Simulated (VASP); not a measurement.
Write the native input for VASP 6.6.1 that does the following.

```
Task                   : relaxation of cell and atoms
Functional             : PBE
Potentials or basis    : VASP PAW PBE potentials, release 64 (Na_pv, Mg, Si)
Cutoff                 : 600 eV
k mesh                 : 8 × 8 × 8
Occupations            : gaussian, width 0.1 eV
Spin                   : no spin polarisation
Dipole correction      : no
Further INCAR settings : ALGO = Normal; EDIFF = 1e-06; IBRION = 2; EDIFFG = -0.01; NSW = 100; ISIF = 3
```

The structure of NaMg2Si2 lies in POSCAR:

```
NaMg2Si2
1.0
    2.7549236776     -5.2750588103      0.0000000000
    2.7549236776      5.2750588103      0.0000000000
    0.0000000000      0.0000000000      5.7845582477
Na Mg Si
1 2 2
Direct
    0.5000000000      0.5000000000      0.5000000000
    0.7505793890      0.2494206110      0.0000000000
    0.2494206110      0.7505793890      0.0000000000
    0.5000000000      0.5000000000      0.0000000000
    0.0000000000      0.0000000000      0.0000000000
```

One way to write it, as run:

INCAR

```
SYSTEM = NaMg2Si2
PREC     = Accurate       ! precision mode
ENCUT    = 600            ! plane-wave cutoff, eV
EDIFF    = 1E-6           ! SCF threshold, eV
ISMEAR   = 0              ! smearing method
SIGMA    = 0.1            ! smearing width, eV
LREAL    = .False.        ! projectors in reciprocal space
LASPH    = .True.         ! aspherical terms in the spheres
NELM     = 100            ! most SCF steps
ALGO     = Normal         ! electronic algorithm
ISIF     = 3              ! what is computed and relaxed
LWAVE    = .False.        ! write WAVECAR
LCHARG   = .False.        ! write CHGCAR
GGA      = PE             ! functional
IBRION   = 2              ! ionic algorithm
NSW      = 100            ! ionic steps
EDIFFG   = -0.01          ! ionic threshold
```

KPOINTS

```
regular mesh
0
Gamma
  8 8 8
  0 0 0
```

Potentials or basis: VASP PAW PBE potentials, release 64 (Na_pv, Mg, Si).

The run is started by

```bash
$ cat potpaw_PBE.64/Na_pv/POTCAR potpaw_PBE.64/Mg/POTCAR potpaw_PBE.64/Si/POTCAR > POTCAR
$ mpirun -np 1 vasp_std > vasp.out
```

It gave:

```
Relaxed volume                         : 33.21 Å³/atom
Relaxed cell                           : a = 5.902 Å, b = 5.902 Å, c = 5.782 Å, α = 90.00°, β = 90.00°, γ = 124.47°
Space group after relaxing (to 0.05 Å) : Cmmm (No. 65)
Energy gained by relaxing              : 1.1 meV/atom
Ionic steps                            : 4
Pressure after relaxing                : 0.0 GPa
Largest force after relaxing           : 0.007 eV/Å
```

Wall time 11 min on 1 thread of AMD EPYC 7R43 64-Core Processor (Zen 3), with other jobs on the host, peak memory 0.53 GiB.
